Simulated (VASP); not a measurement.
Wanted: the native input for a VASP 6.6.1 run.

* Task: single point
* Functional: r2SCAN
* Potentials or basis: VASP PAW PBE potentials, release 64 (Al, Ga_d, P)
* Cutoff: 520 eV
* k mesh: 6 × 4 × 4
* Occupations: gaussian, width 0.01 eV
* Spin: no spin polarisation
* Dipole correction: no
* Further INCAR settings: ALGO = Normal; EDIFF = 1e-06; NBANDS = 41

Crystal: AlGa3P4.

```
CELL_PARAMETERS angstrom
3.90054 0.00000 0.00000
0.00000 3.89849 5.50911
0.00000 -3.89849 5.50911
ATOMIC_POSITIONS crystal
Al 0.00000 0.00029 0.00029
Ga 0.50000 0.00018 0.49984
Ga 0.50000 0.49984 0.00018
Ga 0.00000 0.49981 0.49981
P 0.50000 0.12496 0.12496
P 0.00000 0.12489 0.62508
P 0.00000 0.62508 0.12489
P 0.50000 0.62494 0.62494
```

This cell differs from its parent crystal: volume changed by +3%.

The input as run:

POSCAR

```
AlGa3P4
1.0
    3.9005442199      0.0000000000      0.0000000000
    0.0000000000      3.8984897099      5.5091106987
    0.0000000000     -3.8984897099      5.5091106987
Al Ga P
1 3 4
Direct
    0.0000000000      0.0002908353      0.0002908353
    0.5000000000      0.0001822130      0.4998444587
    0.5000000000      0.4998444587      0.0001822130
    0.0000000000      0.4998093644      0.4998093644
    0.5000000000      0.1249603748      0.1249603748
    0.0000000000      0.1248942269      0.6250830407
    0.0000000000      0.6250830407      0.1248942269
    0.5000000000      0.6249354864      0.6249354864
```

INCAR.step1

```
SYSTEM = AlGa3P4
PREC = Accurate
ENCUT = 520
ISMEAR = 0
SIGMA = 0.01
LREAL = .False.
LASPH = .True.
NELM = 100
NBANDS = 41
GGA = PE
ALGO = Normal
EDIFF = 1E-4
LWAVE = .True.
LCHARG = .False.
```

INCAR.step2

```
SYSTEM = AlGa3P4
PREC = Accurate
ENCUT = 520
EDIFF = 1E-6
ISMEAR = 0
SIGMA = 0.01
LREAL = .False.
LASPH = .True.
NELM = 100
ALGO = Normal
ISIF = 2
LWAVE = .False.
LCHARG = .False.
METAGGA = R2SCAN
LMIXTAU = .True.
NBANDS = 41
ISTART = 1
```

KPOINTS

```
Automatic mesh
0
Gamma
  6 4 4
  0 0 0
```

Potentials or basis: VASP PAW PBE potentials, release 64 (Al, Ga_d, P).

Launch:

```console
$ cat potpaw_PBE.64/Al/POTCAR potpaw_PBE.64/Ga_d/POTCAR potpaw_PBE.64/P/POTCAR > POTCAR
$ cp INCAR.step1 INCAR
$ mpirun -np 1 vasp_std > vasp.out
$ cp INCAR.step2 INCAR
$ mpirun -np 1 vasp_std > vasp.out
```

It gave:

* Pressure: -2.6 GPa
* Largest force: 0.035 eV/Å
* Band gap on the k mesh: 1.89 eV, indirect (least direct gap 1.97 eV)

Caveat: the PAW data sets were made with another functional, which shifts forces and pressure a little.

Wall time 6.1 min on 1 thread of Intel(R) Xeon(R) 6975P-C (Granite Rapids) (shared host), peak memory 0.37 GiB.
